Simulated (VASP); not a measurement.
# NaF (P4_2/mmc) in VASP: a series of runs

Runs on NaF. Level: PBE. Tasks: single point, relaxation of cell and atoms.

Program: VASP 6.6.1. These are calculated values, not measurements. Logs are shortened: lines on timing, memory, paths and dates and some standing lists are left out, and cuts for length are marked.

## (1) The cell of the first run

Symmetry: P4_2/mmc, No. 131, tetragonal system. Conventional cell: a = 3.332 Å, b = 3.332 Å, c = 6.039 Å, α = 90.00°, β = 90.00°, γ = 90.00°. Within 3.0 Å of Na (site symmetry mmm) lie 4 F at 2.25 Å. F (site symmetry -4m2) has 4 Na at 2.25 Å within 3.0 Å.

## (2) Single point, PBE

Contents of INCAR:

```
SYSTEM = NaF
PREC = Accurate
ENCUT = 520
EDIFF = 1E-7
ISMEAR = 0
SIGMA = 0.02
LREAL = .False.
LASPH = .True.
NELM = 100
ALGO = Normal
ISIF = 2
LWAVE = .False.
LCHARG = .False.
GGA = PE
NBANDS = 22
```

Contents of KPOINTS:

```
Automatic mesh
0
Gamma
  8 8 4
  0 0 0
```

Contents of POSCAR:

```
NaF
1.0
    3.3315466535      0.0000000000      0.0000000000
    0.0000000000      3.3315466535      0.0000000000
    0.0000000000      0.0000000000      6.0388836790
Na F
2 2
Direct
    0.0000000000      0.5000000000      0.0000000000
    0.5000000000      0.0000000000      0.5000000000
    0.5000000000      0.5000000000      0.2500000000
    0.5000000000      0.5000000000      0.7500000000
```

Potentials or basis: VASP PAW PBE potentials, release 64 (Na_pv, F).

Started as:

```
cat potpaw_PBE.64/Na_pv/POTCAR potpaw_PBE.64/F/POTCAR > POTCAR
mpirun -np 1 vasp_std > vasp.out
```

OUTCAR:

```text
SYSTEM = NaF
   PREC = Accurate
   ENCUT = 520
   EDIFF = 1E-7
   ISMEAR = 0
   LREAL = .False.
   LASPH = .True.
   NELM = 100
   ISIF = 2
   GGA = PE

 ion  position               nearest neighbor table
   1  0.000  0.500  0.000-   3 2.25   4 2.25   3 2.25   4 2.25
   2  0.500  0.000  0.500-   3 2.25   4 2.25   3 2.25   4 2.25
   3  0.500  0.500  0.250-   1 2.25   2 2.25   2 2.25   1 2.25
   4  0.500  0.500  0.750-   1 2.25   2 2.25   2 2.25   1 2.25

  LATTYP: Found a simple tetragonal cell.
 ALAT       =     3.3315466535
 C/A-ratio  =     1.8126366841

  Lattice vectors:

 A1 = (   3.3315466535,   0.0000000000,   0.0000000000)
 A2 = (   0.0000000000,   3.3315466535,   0.0000000000)
 A3 = (   0.0000000000,   0.0000000000,   6.0388836790)

Analysis of symmetry for initial positions (statically):
=====================================================================
 Subroutine PRICEL returns:
 Original cell was already a primitive cell.

 Routine SETGRP: Setting up the symmetry group for a
 simple tetragonal supercell.

 Subroutine GETGRP returns: Found 16 space group operations
 (whereof  8 operations were pure point group operations)
 out of a pool of 16 trial point group operations.

The static configuration has the point symmetry D_2h.
 The point group associated with its full space group is D_4h.

Analysis of symmetry for dynamics (positions and initial velocities):
=====================================================================
 Subroutine PRICEL returns:
 Original cell was already a primitive cell.

 Routine SETGRP: Setting up the symmetry group for a
 simple tetragonal supercell.

 Subroutine GETGRP returns: Found 16 space group operations
 (whereof  8 operations were pure point group operations)
 out of a pool of 16 trial point group operations.

The dynamic configuration has the point symmetry D_2h.
 The point group associated with its full space group is D_4h.

 Subroutine INISYM returns: Found 16 space group operations
 (whereof  8 operations are pure point group operations),
 and found     1 'primitive' translations

----------------------------------------------------------------------------------------
[... 86 lines left out ...]
   NGXF,Y,Z  is equivalent  to a cutoff of  27.94, 27.94, 26.43 a.u.
 SYSTEM =  NaF
   PREC   = accura    normal or accurate (medium, high low for compatibility)
   ISTART =      0    job   : 0-new  1-cont  2-samecut
   ICHARG =      2    charge: 1-file 2-atom 10-const
   ISPIN  =      1    spin polarized calculation?
   LNONCOLLINEAR =      F non collinear calculations
   LSORBIT =      F    spin-orbit coupling
   LASPH  =      T    aspherical Exc in radial PAW
   ENCUT  =  520.0 eV  38.22 Ry    6.18 a.u.   6.19  6.19 11.23*2*pi/ulx,y,z
   NELM   =    100;   NELMIN=  2; NELMDL= -5     # of ELM steps
   EDIFF  = 0.1E-06   stopping-criterion for ELM
   LREAL  =      F    real-space projection
   EDIFFG = 0.1E-05   stopping-criterion for IOM
   NSW    =      0    number of steps for IOM
   IBRION =     -1    ionic relax: 0-MD 1-quasi-New 2-CG
   NFREE  =      0    steps in history (QN), initial steepest desc. (CG)
   ISIF   =      2    stress and relaxation
   ISYM   =      2    0-nonsym 1-usesym 2-fastsym
   POTIM  = 0.5000    time-step for ionic-motion
   TEBEG  =    0.0;   TEEND  =   0.0 temperature during run
   PSTRESS=    0.0 pullay stress
   NELECT =      28.0000    total number of electrons
   NUPDOWN=      -1.0000    fix difference up-down
   EMIN   =  10.00;   EMAX   =-10.00  energy-range for DOS
   EFERMI =   0.00;   METHOD = LEGACY
   ISMEAR =     0;   SIGMA  =   0.02  broadening in eV -4-tet -1-fermi 0-gaus
   EFERMI_NEDOS =   21; number of points for ismear=-14 and -15
   IALGO  =     38    algorithm
   IMIX   =      4    mixing-type and parameters
     AMIX     =   0.40;   BMIX     =  1.00
     AMIX_MAG =   1.60;   BMIX_MAG =  1.00
  volume/ion in A,a.u.               =      16.76       113.08
  Fermi-wavevector in a.u.,A,eV,Ry     =   1.223803  2.312651 20.377346  1.497693
  Thomas-Fermi vector in A             =   2.358900
   LORBIT       =      0    0 simple, 1 ext, 2 COOP (PROOUT), +10 PAW based schemes
   GGA     = PE    functional components
   LHFCALC =     F    Hartree Fock is set to
   AEXX    =    0.0000 exact exchange contribution
   IVDW    =     0    specifies the selected vdW correction
   LEPSILON=     F    determine dielectric tensor
   LRPA    =     F    only Hartree local field effects (RPA)
 non-spin polarized calculation
 Gauss-broadening in eV      SIGMA  =   0.02
  energy-cutoff  :      520.00
  volume of cell :       67.03
 maximum number of plane-waves:      1840
 NGX is ok and might be reduce to    28
   NGX = 13   NGY = 13   NGZ = 23

 number of electron      27.9999998 magnetization

 Free energy of the ion-electron system (eV)
  ---------------------------------------------------
  ext. energy  EPLUGINS =         0.00000000
  ---------------------------------------------------
  free energy    TOTEN  =       -16.41791203 eV

  energy without entropy =      -16.41791203  energy(sigma->0) =      -16.41791203

 E-fermi :  -2.7706     XC(G=0):  -7.6339

 val. band max:       -2.8601916847   @ k =   0.2500   0.2500   0.0000
 cond. band min:       1.7728229545   @ k =   0.0000   0.0000   0.0000
 fundamental gap:      4.6330146392
 Fermi energy:        -2.7705736193

 k-point     1 :       0.0000    0.0000    0.0000
  band No.  band energies     occupation
      1     -23.0259      2.00000
      2     -22.7432      2.00000
      3     -22.7432      2.00000
      4     -22.5746      2.00000
      5     -22.5348      2.00000
      6     -22.5348      2.00000
[... 589 lines left out ...]
     21      13.2755      0.00000
     22      14.6663      0.00000

 [... further k-points ...]
[... 5 lines left out ...]
  --------------------------------------------------------------------------------------
  -------------------------------------------------------------------------------------
  Total       -0.0558639     -0.0558639      0.0110750      0.0000000      0.0000000      0.0000000
  in kB       -1.3353455     -1.3353455      0.2647325      0.0000000      0.0000000      0.0000000
  external PRESSURE =      -0.8019861 kB  Pullay stress =       0.0000000 kB

 VOLUME and BASIS-vectors are now :
 -----------------------------------------------------------------------------
  energy-cutoff  :      520.00
  volume of cell :       67.03
      direct lattice vectors                 reciprocal lattice vectors
     3.331546653  0.000000000  0.000000000     0.300160887  0.000000000  0.000000000
     0.000000000  3.331546653  0.000000000     0.000000000  0.300160887  0.000000000
     0.000000000  0.000000000  6.038883679     0.000000000  0.000000000  0.165593519

 POSITION                                       TOTAL-FORCE (eV/Angst)
 -----------------------------------------------------------------------------------
      0.00000      1.66577      0.00000         0.000000      0.000000     -0.000000
      1.66577      0.00000      3.01944         0.000000      0.000000     -0.000000
      1.66577      1.66577      1.50972         0.000000      0.000000     -0.000000
      1.66577      1.66577      4.52916         0.000000      0.000000      0.000000
 -----------------------------------------------------------------------------------
    total drift:                                0.000000      0.000000      0.000000

  FREE ENERGIE OF THE ION-ELECTRON SYSTEM (eV)
  ---------------------------------------------------
  free  energy   TOTEN  =       -16.4179120303 eV

  energy  without entropy=      -16.4179120303  energy(sigma->0) =      -16.41791203
```

OSZICAR:

```text
N       E                     dE             d eps       ncg     rms          rms(c)
DAV:   1     0.308550264206E+03    0.30855E+03   -0.15200E+04  1980   0.147E+03
DAV:   2     0.988226775897E+01   -0.29867E+03   -0.27982E+03  2186   0.425E+02
DAV:   3    -0.184115740843E+02   -0.28294E+02   -0.28151E+02  2376   0.131E+02
DAV:   4    -0.189926238774E+02   -0.58105E+00   -0.58084E+00  2220   0.213E+01
DAV:   5    -0.190047273255E+02   -0.12103E-01   -0.12103E-01  2352   0.288E+00    0.850E+00
DAV:   6    -0.165090533333E+02    0.24957E+01   -0.96178E+00  2756   0.203E+01    0.296E+00
DAV:   7    -0.164304169988E+02    0.78636E-01   -0.11340E-01  2016   0.314E+00    0.177E+00
DAV:   8    -0.164111288494E+02    0.19288E-01   -0.10407E-01  2218   0.534E+00    0.291E-01
DAV:   9    -0.164181149363E+02   -0.69861E-02   -0.20391E-02  2670   0.106E+00    0.215E-01
DAV:  10    -0.164178769567E+02    0.23798E-03   -0.44662E-03  2494   0.612E-01    0.241E-02
DAV:  11    -0.164179010060E+02   -0.24049E-04   -0.13542E-04  2328   0.117E-01    0.776E-03
DAV:  12    -0.164179118854E+02   -0.10879E-04   -0.18034E-05  2154   0.371E-02    0.447E-03
DAV:  13    -0.164179119780E+02   -0.92598E-07   -0.55234E-06  2964   0.240E-02    0.276E-03
DAV:  14    -0.164179119979E+02   -0.19927E-07   -0.10776E-06  2544   0.925E-03    0.443E-04
DAV:  15    -0.164179120303E+02   -0.32398E-07   -0.48414E-08  1506   0.221E-03
   1 F= -.16417912E+02 E0= -.16417912E+02  d E =-.178570E-11
```

stdout:

```text
POSCAR found type information on POSCAR NaF
 POSCAR found :  2 types and       4 ions
 scaLAPACK will be used
 LDA part: xc-table for (Slater+PW92), standard interpolation
 POSCAR, INCAR and KPOINTS ok, starting setup
 FFT: planning ... GRIDC
 FFT: planning ... GRID_SOFT
 FFT: planning ... GRID
 WAVECAR not read
 entering main loop
```

It took 42 s on 1 thread of Intel Xeon Platinum 8488C (Sapphire Rapids), shared host; peak memory 0.2 GiB.

Results:

- Free energy: -16.4179 eV
- Pressure: -0.1 GPa
- Band gap on the k mesh: 4.63 eV, indirect (least direct gap 4.64 eV)

Stress tensor (GPa, compression positive):
```
-0.13  0.00  0.00
 0.00 -0.13  0.00
 0.00  0.00  0.03
```

A k mesh can miss the band edges. PBE gaps usually lie below the measured ones, often by a third to a half.

## (3) Relaxation of cell and atoms, PBE

Contents of INCAR:

```
  PREC = Accurate
  ENCUT = 600
  EDIFF = 1E-7
  ISMEAR = 0
  SIGMA = 0.02
  LREAL = F
  LASPH = T
  NELM = 100
  ALGO = Normal
  ISIF = 3
  LWAVE = F
  LCHARG = F
  GGA = PE
  IBRION = 2
  NSW = 100
  EDIFFG = -0.01
```

Contents of KPOINTS:

```
Automatic mesh
0
Gamma
  8 8 4
```

POSCAR is that of step 2.

Potentials or basis: VASP PAW PBE potentials, release 64 (Na_pv, F).

Started as:

```
cat potpaw_PBE.64/Na_pv/POTCAR potpaw_PBE.64/F/POTCAR > POTCAR
mpirun -np 1 vasp_std > vasp.out
```

Run time: 64 s. Hardware: 1 thread of Intel Xeon Platinum 8488C (Sapphire Rapids), shared host; peak memory 0.21 GiB.

Results (log left out):

```yaml
Free_energy: -16.4217 eV
Relaxed_volume: 16.68 Å³/atom
Relaxed_cell: a = 3.325 Å, b = 3.325 Å, c = 6.036 Å, α = 90.00°, β = 90.00°, γ = 90.00°
Space_group_after_relaxing_to_0.05_Å: P4_2/mmc (No. 131)
Energy_gained_by_relaxing: 0.1 meV/atom
Ionic_steps: 3
Pressure_after_relaxing: 0.0 GPa
Band_gap_on_the_k_mesh: 4.65 eV, indirect (least direct gap 4.66 eV)
```

Stress tensor (GPa, compression positive):
```
-0.07  0.00  0.00
 0.00 -0.07  0.00
 0.00  0.00  0.08
```

The path:
| step | energy change (eV) | largest force (eV/Å) | pressure (GPa) | volume (Å³) |
| --- | --- | --- | --- | --- |
| 1 | 0.0000 | 0.0000 | -0.16 | 67.03 |
| 2 | -0.0001 | 0.0000 | -0.07 | 66.87 |
| 3 | -0.0002 | 0.0000 | -0.02 | 66.74 |

Final structure:
```
Na F
1.0
     3.32522    0.00000    0.00000
     0.00000    3.32522    0.00000
     0.00000    0.00000    6.03574
Na F
2 2
Cartesian
  0.0000 1.6626 0.0000
  1.6626 0.0000 3.0179
  1.6626 1.6626 1.5089
  1.6626 1.6626 4.5268
```

Levels at points of the mesh, in eV from the valence-band top:
```
           k point  band 12  band 13  band 14  band 15  band 16  band 17
(0.00, 0.00, 0.00)    -0.21    -0.21    -0.01     4.65     9.01     9.14
(0.50, 0.00, 0.00)    -0.19    -0.13    -0.01     8.01     9.41     9.88
(0.50, 0.50, 0.00)    -0.65    -0.65    -0.01     8.49    11.74    11.74
(0.00, 0.00, 0.50)    -0.29    -0.20    -0.20     5.98     5.98    13.23
(0.50, 0.00, 0.50)    -0.58    -0.22    -0.11     8.37     8.84    10.21
(0.50, 0.50, 0.50)    -0.84    -0.50    -0.50     9.39     9.39    11.77
```

A k mesh can miss the band edges.
